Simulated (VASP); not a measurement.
# NaSnF3 (Pm-3m) in VASP: settings compared

The runs below take NaSnF3 through single point, with PBE, r2SCAN.

Everything below comes from runs of VASP 6.6.1. Logs are shortened: lines on timing, memory, paths and dates and some standing lists are left out, and cuts for length are marked.

### 1 The cell of the first run

It takes space group Pm-3m (No. 221, cubic). Conventional cell: a = 4.818 Å, b = 4.818 Å, c = 4.818 Å, α = 90.00°, β = 90.00°, γ = 90.00°. Within 4.5 Å of Na (site symmetry m-3m) lie 12 F at 3.41 Å and 8 Sn at 4.17 Å. Within 3.2 Å of Sn (site symmetry m-3m) lie 6 F at 2.41 Å. F (site symmetry 4/mmm) has 2 Sn at 2.41 Å within 3.2 Å.

### 2 Single point, PBE (strain +4.0%)

Contents of INCAR:

```
ALGO = Normal
EDIFF = 1E-6
ENCUT = 520
GGA = PE
ISIF = 2
ISMEAR = -1
LASPH = T
LCHARG = T
LELF = T
LREAL = F
LVHAR = T
LWAVE = F
NBANDS = 29
NELM = 60
PREC = Accurate
SIGMA = 0.02
```

Contents of KPOINTS:

```
k-points
0
Gamma
  6 6 6
```

Contents of POSCAR:

```
NaSnF3
1.0
    4.8180254916      0.0000000000      0.0000000000
    0.0000000000      4.8180254916      0.0000000000
    0.0000000000      0.0000000000      4.8180254916
Na Sn F
1 1 3
Direct
    0.0000000000      0.0000000000      0.0000000000
    0.5000000000      0.5000000000      0.5000000000
    0.5000000000      0.5000000000      0.0000000000
    0.5000000000      0.0000000000      0.5000000000
    0.0000000000      0.5000000000      0.5000000000
```

Potentials or basis: VASP PAW PBE potentials, release 64 (Na_pv, Sn_d, F).

The run is started by

```console
cat potpaw_PBE.64/Na_pv/POTCAR potpaw_PBE.64/Sn_d/POTCAR potpaw_PBE.64/F/POTCAR > POTCAR
mpirun -np 1 vasp_std > vasp.out
```

OUTCAR:

```text
EDIFF = 1E-6
   ENCUT = 520
   GGA = PE
   ISIF = 2
   ISMEAR = -1
   LASPH = T
   LREAL = F
   NELM = 60
   PREC = Accurate

 ion  position               nearest neighbor table
   1  0.000  0.000  0.000-
   2  0.500  0.500  0.500-   3 2.41   4 2.41   5 2.41   3 2.41   4 2.41   5 2.41
   3  0.500  0.500  0.000-   2 2.41   2 2.41
   4  0.500  0.000  0.500-   2 2.41   2 2.41
   5  0.000  0.500  0.500-   2 2.41   2 2.41

  LATTYP: Found a simple cubic cell.
 ALAT       =     4.8180254916

  Lattice vectors:

 A1 = (   4.8180254916,   0.0000000000,   0.0000000000)
 A2 = (   0.0000000000,   4.8180254916,   0.0000000000)
 A3 = (   0.0000000000,   0.0000000000,   4.8180254916)

Analysis of symmetry for initial positions (statically):
=====================================================================
 Subroutine PRICEL returns:
 Original cell was already a primitive cell.

 Routine SETGRP: Setting up the symmetry group for a
 simple cubic supercell.

 Subroutine GETGRP returns: Found 48 space group operations
 (whereof 48 operations were pure point group operations)
 out of a pool of 48 trial point group operations.

The static configuration has the point symmetry O_h .

Analysis of symmetry for dynamics (positions and initial velocities):
=====================================================================
 Subroutine PRICEL returns:
 Original cell was already a primitive cell.

 Routine SETGRP: Setting up the symmetry group for a
 simple cubic supercell.

 Subroutine GETGRP returns: Found 48 space group operations
 (whereof 48 operations were pure point group operations)
 out of a pool of 48 trial point group operations.

The dynamic configuration has the point symmetry O_h .

 Subroutine INISYM returns: Found 48 space group operations
 (whereof 48 operations are pure point group operations),
 and found     1 'primitive' translations

----------------------------------------------------------------------------------------

                                     Primitive cell

  volume of cell :     111.8426

  direct lattice vectors                    reciprocal lattice vectors
[... 84 lines left out ...]
   LSORBIT =      F    spin-orbit coupling
   LASPH  =      T    aspherical Exc in radial PAW
   ENCUT  =  520.0 eV  38.22 Ry    6.18 a.u.   8.96  8.96  8.96*2*pi/ulx,y,z
   NELM   =     60;   NELMIN=  2; NELMDL= -5     # of ELM steps
   EDIFF  = 0.1E-05   stopping-criterion for ELM
   LREAL  =      F    real-space projection
   EDIFFG = 0.1E-04   stopping-criterion for IOM
   NSW    =      0    number of steps for IOM
   IBRION =     -1    ionic relax: 0-MD 1-quasi-New 2-CG
   NFREE  =      0    steps in history (QN), initial steepest desc. (CG)
   ISIF   =      2    stress and relaxation
   ISYM   =      2    0-nonsym 1-usesym 2-fastsym
   POTIM  = 0.5000    time-step for ionic-motion
   TEBEG  =    0.0;   TEEND  =   0.0 temperature during run
   PSTRESS=    0.0 pullay stress
   NELECT =      42.0000    total number of electrons
   NUPDOWN=      -1.0000    fix difference up-down
   EMIN   =  10.00;   EMAX   =-10.00  energy-range for DOS
   EFERMI =   0.00;   METHOD = LEGACY
   ISMEAR =    -1;   SIGMA  =   0.02  broadening in eV -4-tet -1-fermi 0-gaus
   EFERMI_NEDOS =   21; number of points for ismear=-14 and -15
   IALGO  =     38    algorithm
   IMIX   =      4    mixing-type and parameters
     AMIX     =   0.40;   BMIX     =  1.00
     AMIX_MAG =   1.60;   BMIX_MAG =  1.00
  volume/ion in A,a.u.               =      22.37       150.95
  Fermi-wavevector in a.u.,A,eV,Ry     =   1.181106  2.231966 18.980279  1.395011
  Thomas-Fermi vector in A             =   2.317386
   LORBIT       =      0    0 simple, 1 ext, 2 COOP (PROOUT), +10 PAW based schemes
   GGA     = PE    functional components
   LHFCALC =     F    Hartree Fock is set to
   AEXX    =    0.0000 exact exchange contribution
   IVDW    =     0    specifies the selected vdW correction
   LEPSILON=     F    determine dielectric tensor
   LRPA    =     F    only Hartree local field effects (RPA)
 non-spin polarized calculation
  energy-cutoff  :      520.00
  volume of cell :      111.84
 maximum number of plane-waves:      3028
 NGX is ok and might be reduce to    36
   NGX = 17   NGY = 17   NGZ = 17

 number of electron      41.9999950 magnetization

 Free energy of the ion-electron system (eV)
  ---------------------------------------------------
  ext. energy  EPLUGINS =         0.00000000
  ---------------------------------------------------
  free energy    TOTEN  =       -21.59375706 eV

  energy without entropy =      -21.59375706  energy(sigma->0) =      -21.59375706

 E-fermi :   2.2302     XC(G=0):  -7.4179

 val. band max:        1.7615822247   @ k =   0.5000   0.5000   0.5000
 cond. band min:       3.2523630266   @ k =   0.5000   0.0000   0.0000
 fundamental gap:      1.4907808019
 Fermi energy:         2.2302047429

 k-point     1 :       0.0000    0.0000    0.0000
  band No.  band energies     occupation
      1     -24.1250      2.00000
      2     -24.1250      2.00000
      3     -24.1250      2.00000
      4     -21.5096      2.00000
      5     -21.5096      2.00000
      6     -21.4789      2.00000
[... 629 lines left out ...]
     28       7.1628      0.00000
     29      12.4791      0.00000

------------------------ aborting loop because EDIFF is reached ----------------------------------------

  FORCE on cell =-STRESS in cart. coord.  units (eV):
  Direction    XX          YY          ZZ          XY          YZ          ZX
  --------------------------------------------------------------------------------------
  -------------------------------------------------------------------------------------
  Total       -2.0408051     -2.0408051     -2.0408051      0.0000000     -0.0000000      0.0000000
  in kB      -29.2351161    -29.2351161    -29.2351161      0.0000000     -0.0000000      0.0000000
  external PRESSURE =     -29.2351161 kB  Pullay stress =       0.0000000 kB

 VOLUME and BASIS-vectors are now :
 -----------------------------------------------------------------------------
  energy-cutoff  :      520.00
  volume of cell :      111.84
      direct lattice vectors                 reciprocal lattice vectors
     4.818025492  0.000000000  0.000000000     0.207553904  0.000000000  0.000000000
     0.000000000  4.818025492  0.000000000     0.000000000  0.207553904  0.000000000
     0.000000000  0.000000000  4.818025492     0.000000000  0.000000000  0.207553904

 POSITION                                       TOTAL-FORCE (eV/Angst)
 -----------------------------------------------------------------------------------
      0.00000      0.00000      0.00000         0.000000      0.000000      0.000000
      2.40901      2.40901      2.40901         0.000000      0.000000      0.000000
      2.40901      2.40901      0.00000         0.000000      0.000000      0.000000
      2.40901      0.00000      2.40901         0.000000      0.000000      0.000000
      0.00000      2.40901      2.40901         0.000000      0.000000      0.000000
 -----------------------------------------------------------------------------------
    total drift:                                0.000000      0.000000      0.000000

  FREE ENERGIE OF THE ION-ELECTRON SYSTEM (eV)
  ---------------------------------------------------
  free  energy   TOTEN  =       -21.5937570567 eV

  energy  without entropy=      -21.5937570567  energy(sigma->0) =      -21.59375706
```

stdout:

```text
POSCAR found type information on POSCAR NaSnF
 POSCAR found :  3 types and       5 ions
 scaLAPACK will be used
 LDA part: xc-table for (Slater+PW92), standard interpolation
 POSCAR, INCAR and KPOINTS ok, starting setup
 FFT: planning ... GRIDC
 FFT: planning ... GRID_SOFT
 FFT: planning ... GRID
 WAVECAR not read
 entering main loop
```

It took 30 s on 1 thread of Oxide Virtual Turin-like, shared host; peak memory 0.2 GiB.

Results:

```yaml
Free_energy: -21.5938 eV
Pressure: -2.9 GPa
Band_gap_on_the_k_mesh: 1.49 eV (least direct gap 2.26 eV)
```

Caveat: the cell differs from its parent crystal (strain +4.0%); spin-orbit coupling is left out, which moves the levels of the heavy elements. A k mesh can miss the band edges.

### 3 Single point, r2SCAN

This run uses another cell than the first one, of 19.89 Å³/atom.

Edit POSCAR of step 2 so:

```diff
@@ -2,5 +2,5 @@
 1.0
-    4.8180254916      0.0000000000      0.0000000000
-    0.0000000000      4.8180254916      0.0000000000
-    0.0000000000      0.0000000000      4.8180254916
+    4.6327168189      0.0000000000      0.0000000000
+    0.0000000000      4.6327168189      0.0000000000
+    0.0000000000      0.0000000000      4.6327168189
 Na Sn F
```

Contents of INCAR.step1:

```
SYSTEM = NaSnF3
ALGO     = Normal         ! electronic algorithm
EDIFF    = 1E-4           ! SCF threshold, eV
ENCUT    = 520            ! plane-wave cutoff, eV
GGA      = PE             ! functional
ISMEAR   = 0              ! smearing method
LASPH    = .TRUE.         ! aspherical terms in the spheres
LCHARG   = .FALSE.        ! write CHGCAR
LREAL    = .FALSE.        ! projectors in reciprocal space
LWAVE    = .TRUE.         ! write WAVECAR
NBANDS   = 29             ! bands
NELM     = 100            ! most SCF steps
PREC     = Accurate       ! precision mode
SIGMA    = 0.01           ! smearing width, eV
```

Contents of INCAR.step2:

```
SYSTEM = NaSnF3
ALGO     = Normal         ! electronic algorithm
EDIFF    = 1E-6           ! SCF threshold, eV
ENCUT    = 520            ! plane-wave cutoff, eV
ISIF     = 2              ! what is computed and relaxed
ISMEAR   = 0              ! smearing method
ISTART   = 1            
LASPH    = .TRUE.         ! aspherical terms in the spheres
LCHARG   = .TRUE.         ! write CHGCAR
LELF     = .TRUE.         ! ELF
LMIXTAU  = .TRUE.       
LREAL    = .FALSE.        ! projectors in reciprocal space
LVHAR    = .TRUE.       
LWAVE    = .FALSE.        ! write WAVECAR
METAGGA  = R2SCAN         ! meta-GGA
NBANDS   = 29             ! bands
NELM     = 100            ! most SCF steps
PREC     = Accurate       ! precision mode
SIGMA    = 0.01           ! smearing width, eV
```

Contents of KPOINTS:

```
k-points
0
G
  6 6 6
  0 0 0
```

Potentials or basis: VASP PAW PBE potentials, release 64 (Na_pv, Sn_d, F).

The run is started by

```console
cat potpaw_PBE.64/Na_pv/POTCAR potpaw_PBE.64/Sn_d/POTCAR potpaw_PBE.64/F/POTCAR > POTCAR
cp INCAR.step1 INCAR
mpirun -np 1 vasp_std > vasp.out
cp INCAR.step2 INCAR
mpirun -np 1 vasp_std > vasp.out
```

OUTCAR:

```text
SYSTEM = NaSnF3
   EDIFF = 1E-6
   ENCUT = 520
   ISIF = 2
   ISMEAR = 0
   ISTART = 1
   LASPH = .TRUE.
   LREAL = .FALSE.
   METAGGA = R2SCAN
   NELM = 100
   PREC = Accurate

 ion  position               nearest neighbor table
   1  0.000  0.000  0.000-
   2  0.500  0.500  0.500-   3 2.32   4 2.32   5 2.32   3 2.32   4 2.32   5 2.32
   3  0.500  0.500  0.000-   2 2.32   2 2.32
   4  0.500  0.000  0.500-   2 2.32   2 2.32
   5  0.000  0.500  0.500-   2 2.32   2 2.32

  LATTYP: Found a simple cubic cell.
 ALAT       =     4.6327168189

  Lattice vectors:

 A1 = (   4.6327168189,   0.0000000000,   0.0000000000)
 A2 = (   0.0000000000,   4.6327168189,   0.0000000000)
 A3 = (   0.0000000000,   0.0000000000,   4.6327168189)

Analysis of symmetry for initial positions (statically):
=====================================================================
 Subroutine PRICEL returns:
 Original cell was already a primitive cell.

[... 167 lines left out ...]
  free energy    TOTEN  =       -49.00150548 eV

  energy without entropy =      -49.00150548  energy(sigma->0) =      -49.00150548

 E-fermi :   3.3128     XC(G=0):  -8.3321

 val. band max:        3.2629819689   @ k =   0.5000   0.5000   0.5000
 cond. band min:       4.3897118368   @ k =   0.5000   0.0000   0.0000
 fundamental gap:      1.1267298679
 Fermi energy:         3.3127983878

 k-point     1 :       0.0000    0.0000    0.0000
  band No.  band energies     occupation
      1     -24.3451      2.00000
      2     -24.3451      2.00000
      3     -24.3451      2.00000
      4     -22.9255      2.00000
      5     -22.8509      2.00000
      6     -22.8509      2.00000
[... 629 lines left out ...]
     28       8.3716      0.00000
     29      14.2602      0.00000

------------------------ aborting loop because EDIFF is reached ----------------------------------------

  FORCE on cell =-STRESS in cart. coord.  units (eV):
  Direction    XX          YY          ZZ          XY          YZ          ZX
  --------------------------------------------------------------------------------------
  -------------------------------------------------------------------------------------
  Total        0.0272932      0.0272932      0.0272932      0.0000000      0.0000000     -0.0000000
  in kB        0.4398022      0.4398022      0.4398022      0.0000000      0.0000000     -0.0000000
  external PRESSURE =       0.4398022 kB  Pullay stress =       0.0000000 kB

 VOLUME and BASIS-vectors are now :
 -----------------------------------------------------------------------------
  energy-cutoff  :      520.00
  volume of cell :       99.43
      direct lattice vectors                 reciprocal lattice vectors
     4.632716819  0.000000000  0.000000000     0.215856060  0.000000000  0.000000000
     0.000000000  4.632716819  0.000000000     0.000000000  0.215856060  0.000000000
     0.000000000  0.000000000  4.632716819     0.000000000  0.000000000  0.215856060

 POSITION                                       TOTAL-FORCE (eV/Angst)
 -----------------------------------------------------------------------------------
      0.00000      0.00000      0.00000         0.000000      0.000000      0.000000
      2.31636      2.31636      2.31636         0.000000      0.000000      0.000000
      2.31636      2.31636      0.00000         0.000000      0.000000      0.000000
      2.31636      0.00000      2.31636         0.000000      0.000000      0.000000
      0.00000      2.31636      2.31636         0.000000      0.000000      0.000000
 -----------------------------------------------------------------------------------
    total drift:                                0.000000      0.000000      0.000000

  FREE ENERGIE OF THE ION-ELECTRON SYSTEM (eV)
  ---------------------------------------------------
  free  energy   TOTEN  =       -49.0015054839 eV

  energy  without entropy=      -49.0015054839  energy(sigma->0) =      -49.00150548
```

It took 2.8 min on 1 thread of Oxide Virtual Turin-like, shared host; peak memory 0.21 GiB.

What came out:

```yaml
Free_energy: -49.0015 eV
Pressure: 0.0 GPa
Band_gap_on_the_k_mesh: 1.13 eV (least direct gap 2.07 eV)
```

Caveat: the PAW data sets were made with another functional, which shifts forces and pressure a little; spin-orbit coupling is left out, which moves the levels of the heavy elements.

(Part 1 of 2 ends here.)
